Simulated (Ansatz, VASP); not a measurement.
## Bi2Se3: VASP beside Ansatz

```xyz
5
Lattice="2.1336 1.2319 9.5453 -2.1336 1.2319 9.5453 0.0000 -2.4637 9.5453" Properties=species:S:1:pos:R:3 pbc="T T T"
Bi    0.0000    0.0000   11.4773
Bi    0.0000    0.0000   17.1587
Se    0.0000    0.0000    0.0000
Se    0.0000    0.0000    6.0622
Se    0.0000    0.0000   22.5738
```

Change from the starting cell: equal xx and yy strain of +3 %, PAW files.

Alike in both runs: task electric field gradients; functional PBE; k mesh 6 × 6 × 6; occupations fermi-dirac, width 0.03 eV; no spin polarisation.

|  | VASP | Ansatz |
| --- | --- | --- |
| version | VASP 6.6.1 | Ansatz 0.2.0 |
| potentials or method | VASP PAW PBE potentials, release 64 (Bi_d, Se) | PAW with Ansatz's default frozen-core files, scalar-relativistic |
| plane-wave cutoff (eV) | 520 | 420 |
| valence electrons in the cell | 48 | 78 |

Ansatz gave:

```
pressure (GPa)                                                : -1.0
traceless stress, the component that is largest in VASP (GPa) : 0.81
rms of the force components (eV/Å)                            : 0.068
size of Vzz on the site where it differs most (V/Å²)          : 55.7
```

Problem. Estimate VASP's values.

Solution. Pressure (GPa): -1.0; traceless stress, the component that is largest in VASP (GPa): 0.81; rms of the force components (eV/Å): 0.064; size of Vzz on the site where it differs most (V/Å²): 53.7.

Atom by atom the forces differ by 0.005 eV/Å (rms over components). VASP's potentials hold 48 valence electrons a cell and Ansatz's 78, so a difference there can come from the potentials and not from the codes.

Spin-orbit coupling is off throughout.
